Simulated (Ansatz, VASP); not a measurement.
## One calculation of NaH, two programs

```xyz
2
Lattice="0.0000 2.3974 2.3974 2.3974 0.0000 2.3974 2.3974 2.3974 0.0000" Properties=species:S:1:pos:R:3 pbc="T T T"
Na    0.0000    0.0000    0.0000
H     2.3974    2.3974    2.3974
```

Alike in both runs: functional r2SCAN; k mesh 10 × 10 × 10; occupations fermi-dirac, width 0.02 eV; no spin polarisation.

Ansatz relaxed the structure, and its values are those at the end. VASP's run is a single point on that final structure, the one shown.

```csv
,VASP,Ansatz
version,VASP 6.6.1,Ansatz 0.2.0
potentials or method,"VASP PAW PBE potentials, release 64 (Na_pv, H), cutoff 520 eV",PAW plane waves
valence electrons in the cell,8,10
```

```tsv
	VASP	Ansatz	Ansatz less VASP
gap on the k mesh at the Fermi level (eV)	4.43	4.42	-0.010
pressure (GPa)	-0.3	0.0	+0.31
```

VASP's potentials were made for PBE, not for r2SCAN. VASP's potentials hold 8 valence electrons a cell and Ansatz's 10, so a difference there can come from the potentials and not from the codes. Ansatz's warnings: stress scf threshold loose.
